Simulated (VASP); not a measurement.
SnO:

```
CELL_PARAMETERS angstrom
3.79860 0.00000 0.00000
0.00000 3.79860 0.00000
0.00000 0.00000 4.84080
ATOMIC_POSITIONS crystal
Sn 0.50000 0.00000 0.23690
Sn 0.00000 0.50000 0.76310
O 0.00000 0.00000 0.00000
O 0.50000 0.50000 0.00000
```

Base run:

- Program: VASP 6.6.1
- Functional: PBEsol
- Potentials or basis: VASP PAW PBE potentials, release 64 (Sn_d, O)
- Cutoff: 600 eV
- k mesh: 5 × 5 × 4
- Occupations: gaussian, width 0.01 eV
- Spin: no spin polarisation

Its results: band gap on the k mesh 0.47 eV (least direct gap 2.04 eV); pressure 0.8 GPa; largest force 0.280 eV/Å.

Question: The run is repeated on the same cell with these changes: k mesh from 5 × 5 × 4 to 4 × 4 × 3. What comes out?

Answer: Band gap on the k mesh 0.05 eV (least direct gap 1.92 eV); pressure 0.9 GPa; largest force 0.290 eV/Å.

Caveats: some runs use coarse meshes; semilocal functionals underestimate gaps, and a narrow one can read as zero; the PAW data sets were made with another functional, which shifts forces and pressure a little; spin-orbit coupling is left out, which moves the levels of the heavy elements.

A k mesh can miss the band edges.
